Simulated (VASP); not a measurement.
A run of VASP 6.6.1 is set up as follows.

INCAR

```
SYSTEM = SrO
ALGO = Normal ; EDIFF = 1E-6
ENCUT = 520 ; GGA = RE
ISIF = 2 ; ISMEAR = -1
IVDW = 12 ; LASPH = .TRUE.
LCHARG = .FALSE. ; LREAL = .FALSE.
LWAVE = .FALSE. ; NBANDS = 15
NELM = 80 ; PREC = Accurate
SIGMA = 0.05
```

Contents of KPOINTS:

```
k-points
0
G
  9 9 9
  0 0 0
```

File POSCAR:

```
SrO
1.0
    0.0000000000      2.5777666128      2.5777666128
    2.5777666128      0.0000000000      2.5777666128
    2.5777666128      2.5777666128      0.0000000000
Sr O
1 1
Direct
    0.5000000000      0.5000000000      0.5000000000
    0.0000000000      0.0000000000      0.0000000000
```

Potentials or basis: VASP PAW PBE potentials, release 64 (Sr_sv, O).

The run is started by

```bash
$ cat potpaw_PBE.64/Sr_sv/POTCAR potpaw_PBE.64/O/POTCAR > POTCAR
$ mpirun -np 1 vasp_std > vasp.out
```

**Question.** Estimate the dispersion energy per atom.

**Answer.** -0.438 eV.

**Question.** What does it give for the pressure?

**Answer.** 0.6 GPa.

Caveat: the PAW data sets were made with another functional, which shifts forces and pressure a little.
